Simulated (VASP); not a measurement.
A run of VASP 6.6.1 is set up as follows.

The input INCAR:

```
PREC = Accurate
ENCUT = 520
EDIFF = 1E-6
ISMEAR = 0
SIGMA = 0.15
LREAL = False
LASPH = True
NELM = 80
ALGO = Normal
ISIF = 2
LWAVE = False
LCHARG = False
GGA = PS
NBANDS = 16
```

KPOINTS

```
regular mesh
0
Gamma
  16 16 16
```

File POSCAR:

```
InP
1.0
    0.0000000000      3.2047904760      2.2657868665
    3.2047904760      0.0000000000      2.2657868665
    3.2047904760      3.2047904760      0.0000000000
In P
1 1
Direct
    0.0000000000      0.0000000000      0.0000000000
    0.5000000000      0.5000000000      0.5000000000
```

Potentials or basis: VASP PAW PBE potentials, release 64 (In_d, P).

Launch:

```bash
$ cat potpaw_PBE.64/In_d/POTCAR potpaw_PBE.64/P/POTCAR > POTCAR
$ mpirun -np 1 vasp_std > vasp.out
```

What does it give for the pressure?

8.6 GPa.

Predict the band gap on the k mesh.

zero (bands 9 and 10 overlap by 2.62 eV).

Stress tensor (GPa, compression positive):
```
-7.66  0.00  0.00
 0.00 -7.66  0.00
 0.00  0.00 41.05
```

Caveat: the stress differs along the axes, from -8 to 41 GPa; the PAW data sets were made with another functional, which shifts forces and pressure a little; spin-orbit coupling is left out, which moves the levels of the heavy elements.
